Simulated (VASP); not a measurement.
A run of VASP 6.6.1 is set up as follows.

INCAR

```
ALGO = Normal ; EDIFF = 1E-6
ENCUT = 520 ; GGA = PE
ISIF = 2 ; ISMEAR = -1
ISPIN = 2 ; LASPH = True
LCHARG = False ; LMAXMIX = 4
LORBIT = 11 ; LREAL = False
LWAVE = False ; MAGMOM = 0.5 0.5 0 0
NBANDS = 26 ; NELM = 150
NUPDOWN = 1.0 ; PREC = Accurate
SIGMA = 0.05
```

The input KPOINTS:

```
k-points
0
Gamma
  8 7 5
```

File POSCAR:

```
SiNi
1.0
    2.9427706600      0.0000000000      0.0000000000
    0.0000000000      3.2803255400      0.0000000000
    0.0000000000      0.0000000000      4.6774467600
Ni Si
2 2
Direct
    0.5000000000      0.5000000000      0.3424955900
    0.0000000000      0.0000000000      0.6575044100
    0.5000000000      0.5000000000      0.8431431600
    0.0000000000      0.0000000000      0.1568568400
```

Potentials or basis: VASP PAW PBE potentials, release 64 (Ni, Si).

Launch:

```console
$ cat potpaw_PBE.64/Ni/POTCAR potpaw_PBE.64/Si/POTCAR > POTCAR
$ mpirun -np 1 vasp_std > vasp.out
```

(1) Predict the pressure.

(2) What does it give for the largest force?

Results:

(1) 9.2 GPa.

(2) 0.268 eV/Å.

Caveat: the cell stands under pressure; the total moment is fixed, so each spin has its own Fermi level.
